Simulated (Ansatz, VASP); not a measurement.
# Zn: VASP beside Ansatz

```xyz
2
Lattice="2.7167 0.0000 0.0000 -1.3584 2.3527 0.0000 0.0000 0.0000 5.0971" Properties=species:S:1:pos:R:3 pbc="T T T"
Zn    0.0000    1.5685    1.2743
Zn    1.3584    0.7842    3.8228
```

Alike in both runs: task single point; functional revPBE; k mesh 22 × 22 × 10; occupations fermi-dirac, width 0.1 eV; no spin polarisation.

|  | VASP | Ansatz |
| --- | --- | --- |
| version | VASP 6.6.1 | Ansatz 0.2.0 |
| potentials or method | VASP PAW PBE potentials, release 64 (Zn), cutoff 520 eV | plane waves (420 eV) with PAW, scalar-relativistic |
| valence electrons in the cell | 24 | 24 |

VASP gave:

| Quantity | Value |
| --- | --- |
| pressure (GPa) | -2.0 |
| traceless stress, the component that is largest in VASP (GPa) | 0.83 |

**Question.** Estimate Ansatz's values.

**Answer.** Pressure (GPa): -2.3; traceless stress, the component that is largest in VASP (GPa): 0.97.

VASP's potentials were made for PBE, not for revPBE.
